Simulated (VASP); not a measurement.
## H14SO6: single point with LDA

The system is H14SO6.

```xyz
21
Lattice="6.2145 0.0000 0.0000 0.0000 6.2145 0.0000 0.0000 0.0000 6.2145" Properties=species:S:1:pos:R:3 pbc="T T T"
O     4.9569    5.5071    5.6808
O     3.7154    4.3973    1.3745
O     5.1920    3.8449    3.5743
O     1.6570    4.7545    3.2665
O     2.6577    0.5117    4.7955
O     3.0181    2.5308    3.0840
H     4.4261    4.8879    6.3369
H     5.8121    5.7694    6.0971
H     4.1699    4.6100    2.2020
H     3.4158    3.4832    1.5494
H     6.1338    3.5317    3.4405
H     5.2240    4.4605    4.3621
H     1.9063    5.2292    2.4384
H     1.9461    5.4650    3.9683
H     2.7893    1.2430    4.0986
H     3.6040    0.2313    5.1441
H     3.9087    2.9476    3.2788
H     2.4792    3.3787    3.1851
H     1.8827    1.4458    2.1185
H     1.8038    0.8051    0.1517
S     0.8865    1.0946    1.2365
```

| Item | Value |
| --- | --- |
| Program | VASP 6.6.1 |
| Task | single point |
| Functional | LDA |
| Potentials or basis | VASP PAW LDA potentials, release 64 (O, H, S) |
| Cutoff | 520 eV |
| k mesh | 1 × 1 × 1 |
| Occupations | fermi-dirac, width 0.05 eV |
| Spin | no spin polarisation |
| Dipole correction | no |
| Further INCAR settings | ALGO = Normal; EDIFF = 1e-06; NBANDS = 44 |

```
Pressure               : -1.2 GPa
Largest force          : 1.498 eV/Å
Band gap on the k mesh : 3.65 eV
```

Forces in eV/Å, atoms in the order of the input:
```
O   -0.417 -0.507 -0.471
O   -0.559  0.393 -1.334
O    0.701 -0.525 -0.221
O    0.401  0.572  0.764
O    1.222 -0.586  0.319
O   -0.070 -0.279 -0.109
H    0.572  0.614  0.289
H   -0.329  0.002  0.211
H    1.027  0.243  0.777
H   -0.257 -0.603 -0.099
H   -0.805  0.686 -0.100
H   -0.114  0.335  0.410
H   -0.319 -0.153 -0.323
H   -0.053 -0.509 -0.313
H    0.067  0.148  0.392
H   -1.098  0.244 -0.515
H    0.965 -0.411  0.490
H   -0.939  0.295  0.288
H   -0.040 -0.024 -0.266
H   -0.651  0.418  0.600
S    0.697 -0.354 -0.789
```

Stress tensor (GPa, compression positive):
```
-1.66  0.48  0.23
 0.48 -1.07 -0.51
 0.23 -0.51 -0.73
```

Levels at points of the mesh, in eV from the valence-band top:
| k point | band 26 | band 27 | band 28 | band 29 | band 30 | band 31 |
| --- | --- | --- | --- | --- | --- | --- |
| (0.00, 0.00, 0.00) | -1.44 | -1.19 | 0.00 | 3.65 | 5.85 | 6.45 |

Wall time 34 s on 1 thread of Intel Xeon 8259CL (shared host), peak memory 0.24 GiB.

Caveat: the k points lie up to 1.01 Å⁻¹ apart.
